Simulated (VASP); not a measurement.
**TaN: electric field gradients with PBEsol**

TaN:

```
Ta N
1.0
     2.93800    0.00000    0.00000
    -1.46900    2.54438    0.00000
     0.00000    0.00000    2.94066
Ta N
1 1
Direct
  0.33333 0.66667 0.50000
  0.00000 0.00000 0.00000
```

This cell differs from its parent crystal: zz strain of +2 %.

* Program: VASP 6.6.1
* Task: electric field gradients
* Functional: PBEsol
* Potentials or basis: VASP PAW PBE potentials, release 64 (Ta_pv, N)
* Cutoff: 520 eV
* k mesh: 12 × 12 × 10
* Occupations: fermi-dirac, width 0.02 eV
* Spin: no spin polarisation
* Dipole correction: no
* Further INCAR settings: ALGO = Normal; EDIFF = 1e-08; NBANDS = 15

```yaml
Pressure: -11.1 GPa
Band_gap_on_the_k_mesh: zero (band 8 reaches 8.15 eV, above the bottom of band 9 at 7.76 eV)
```

Stress tensor (GPa, compression positive):
```
 -6.75   0.00   0.00
  0.00  -6.75   0.00
  0.00   0.00 -19.71
```

Levels at points of the mesh, in eV from the Fermi level:
| k point | band 6 | band 7 | band 8 | band 9 | band 10 | band 11 |
| --- | --- | --- | --- | --- | --- | --- |
| (0.00, 0.00, 0.00) | -4.41 | -4.28 | -3.09 | 2.14 | 3.31 | 3.31 |
| (0.50, 0.00, 0.00) | -5.35 | -3.52 | -3.11 | 2.74 | 4.01 | 4.90 |
| (0.00, 0.00, 0.50) | -3.60 | -3.60 | -0.21 | -0.21 | 2.01 | 3.28 |
| (0.50, 0.00, 0.50) | -6.23 | -5.53 | -0.55 | 3.93 | 5.24 | 5.64 |

Electric field gradients, principal values (V/Å²):
| atom | least | middle | greatest (by size) |
| --- | --- | --- | --- |
| 1 Ta | -17.262 | -17.263 | 34.526 |
| 2 N | -2.069 | -2.071 | 4.140 |

Wall time 52 s on 1 thread of AMD EPYC 7R13, on a shared host, peak memory 0.14 GiB.

Caveat: the cell differs from its parent crystal (zz strain of +2 %); without QUAD_EFG the Cq values of the log hold for a quadrupole moment of 1 mb, not for the nuclei; the PAW data sets were made with another functional, which shifts forces and pressure a little; spin-orbit coupling is left out, which moves the levels of the heavy elements.
